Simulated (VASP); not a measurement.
Wanted: the native input for a VASP 6.6.1 run.

```
Task                   : single point
Functional             : LDA
Potentials or basis    : VASP PAW LDA potentials, release 64 (Ag, Br)
Cutoff                 : 500 eV
k mesh                 : 8 × 8 × 8
Occupations            : gaussian, width 0.01 eV
Spin                   : no spin polarisation
Dipole correction      : no
Further INCAR settings : ALGO = Normal; EDIFF = 1e-06; NBANDS = 16
```

The structure of AgBr lies in POSCAR:

```
AgBr
1.0
    0.0000000000      2.8927333105      2.8927333105
    2.8927333105      0.0000000000      2.8927333105
    2.8927333105      2.8927333105      0.0000000000
Ag Br
1 1
Direct
    0.0000000000      0.0000000000      0.0000000000
    0.5000000000      0.5000000000      0.5000000000
```

One way to write it, as run:

INCAR

```
SYSTEM = AgBr
PREC = Accurate
ENCUT = 500
EDIFF = 1E-6
ISMEAR = 0
SIGMA = 0.01
LREAL = .FALSE.
LASPH = .TRUE.
NELM = 120
ALGO = Normal
ISIF = 2
LWAVE = .FALSE.
LCHARG = .FALSE.
NBANDS = 16
GGA_COMPAT = .FALSE.
```

KPOINTS

```
Automatic mesh
0
G
  8 8 8
  0 0 0
```

Potentials or basis: VASP PAW LDA potentials, release 64 (Ag, Br).

Command:

```bash
$ cat potpaw_LDA.64/Ag/POTCAR potpaw_LDA.64/Br/POTCAR > POTCAR
$ mpirun -np 1 vasp_std > vasp.out
```

Results of the run:

| Item | Value |
| --- | --- |
| Pressure | -5.0 GPa |
| Band gap on the k mesh | 0.41 eV, indirect (least direct gap 2.26 eV) |

It took 11 s on 1 thread of AMD EPYC 9R45 96-Core Processor (Zen 5), with other jobs on the host, peak memory 0.13 GiB.
